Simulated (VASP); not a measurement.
Input of a VASP 6.6.1 run:

The input INCAR:

```
SYSTEM = Ta
PREC = Accurate ; ENCUT = 520
EDIFF = 1E-6 ; ISMEAR = 0
SIGMA = 0.1 ; LREAL = .False.
LASPH = .True. ; NELM = 80
ALGO = Fast ; ISIF = 2
LWAVE = .False. ; LCHARG = .False.
GGA = PS ; NBANDS = 12
```

The input KPOINTS:

```
Automatic mesh
0
Gamma
  54 54 54
  0 0 0
```

File POSCAR:

```
Ta
1.0
   -1.6406991835      1.6406991835      1.6406991835
    1.6406991835     -1.6406991835      1.6406991835
    1.6406991835      1.6406991835     -1.6406991835
Ta
1
Direct
    0.0000000000      0.0000000000      0.0000000000
```

Potentials or basis: VASP PAW PBE potentials, release 64 (Ta_pv).

Command:

```bash
$ cat potpaw_PBE.64/Ta_pv/POTCAR > POTCAR
$ mpirun -np 1 vasp_std > vasp.out
```

Problem. What does it give for the pressure?

Solution. 0.2 GPa.

Caveat: the PAW data sets were made with another functional, which shifts forces and pressure a little.
